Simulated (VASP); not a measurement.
# Bi: single point with PBE

The system is Bi.

```
CELL_PARAMETERS angstrom
0.00000 2.47984 2.47984
2.47984 0.00000 2.47984
2.47984 2.47984 0.00000
ATOMIC_POSITIONS crystal
Bi 0.00000 0.00000 0.00000
```

This isn't the form of Bi at room conditions, which is rhombohedral.

```json
{"Program": "VASP 6.6.1", "Task": "single point", "Functional": "PBE", "Potentials or basis": "VASP PAW PBE potentials, release 64 (Bi_d)", "Cutoff": "520 eV", "k mesh": "19 × 19 × 19", "Occupations": "fermi-dirac, width 0.0612256 eV", "Spin": "no spin polarisation", "Dipole correction": "no", "Further INCAR settings": "ALGO = Normal; EDIFF = 1e-07; NBANDS = 14"}
```

```
Pressure               : 2.2 GPa
Band gap on the k mesh : zero (an odd number of electrons rules out a gap without spin polarisation)
```

Levels at points of the mesh, in eV from the Fermi level:
```csv
k point,band 4,band 5,band 6,band 7,band 8,band 9,band 10,band 11
"(0.00, 0.00, 0.00)",-23.08,-23.08,-13.79,5.04,5.04,5.04,9.01,9.04
```

Run time: 110 s on 1 thread of AMD EPYC 7R43 64-Core Processor (Zen 3) (shared host), peak memory 0.18 GiB.

Caveat: spin-orbit coupling is left out, which moves the levels of the heavy elements.
